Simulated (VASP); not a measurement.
Here is a VASP 6.6.1 calculation.

File INCAR:

```
SYSTEM = Si
ALGO = Normal
EDIFF = 1E-6
ENCUT = 520
GGA = PE
ISIF = 2
ISMEAR = 0
LASPH = .True.
LCHARG = .True.
LELF = .True.
LREAL = .False.
LVHAR = .True.
LWAVE = .False.
NBANDS = 21
NELM = 100
PREC = Accurate
SIGMA = 0.1
```

The input KPOINTS:

```
k-points
0
Gamma
  12 12 4
  0 0 0
```

File POSCAR:

```
Si
1.0
    3.6147075161      0.0000000000      0.0000000000
   -1.8073537581      3.1304285362      0.0000000000
    0.0000000000      0.0000000000      9.9219060150
Si
6
Direct
    0.0000000000      0.0000000000      0.5000000000
    0.0000000000      0.0000000000      0.0000000000
    0.6666666667      0.3333333333      0.3683403229
    0.3333333333      0.6666666667      0.6316596771
    0.3333333333      0.6666666667      0.8683403229
    0.6666666667      0.3333333333      0.1316596771
```

Potentials or basis: VASP PAW PBE potentials, release 64 (Si).

Launch:

```console
$ cat potpaw_PBE.64/Si/POTCAR > POTCAR
$ mpirun -np 1 vasp_std > vasp.out
```

Problem. Estimate the band gap on the k mesh.

Solution. Zero (bands 12 and 13 overlap by 2.39 eV).

Problem. Predict the pressure.

Solution. -0.1 GPa.
